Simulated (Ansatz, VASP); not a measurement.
GaN: VASP beside Ansatz

```
CELL_PARAMETERS angstrom
0.00000 2.06921 2.06921
2.06921 0.00000 2.06921
2.06921 2.06921 0.00000
ATOMIC_POSITIONS crystal
Ga 0.50000 0.50000 0.50000
N 0.00000 0.00000 0.00000
```

Alike in both runs: task single point; functional revPBE; dispersion D4; k mesh 10 × 10 × 10; occupations gaussian, width 0.05 eV; no spin polarisation.

|  | VASP | Ansatz |
| --- | --- | --- |
| version | VASP 6.6.1 | Ansatz 0.2.0 |
| potentials or method | VASP PAW PBE potentials, release 64 (Ga_d, N), cutoff 520 eV | scalar-relativistic, plane waves, PAW |
| valence electrons in the cell | 18 | 18 |

```tsv
	VASP	Ansatz	Ansatz less VASP
gap on the k mesh at the Fermi level (eV)	1.10	1.11	+0.013
least direct gap on the mesh (eV)	3.58	3.57	-0.011
pressure (GPa)	11.6	10.6	-0.97
```

VASP's potentials were made for PBE, not for revPBE.
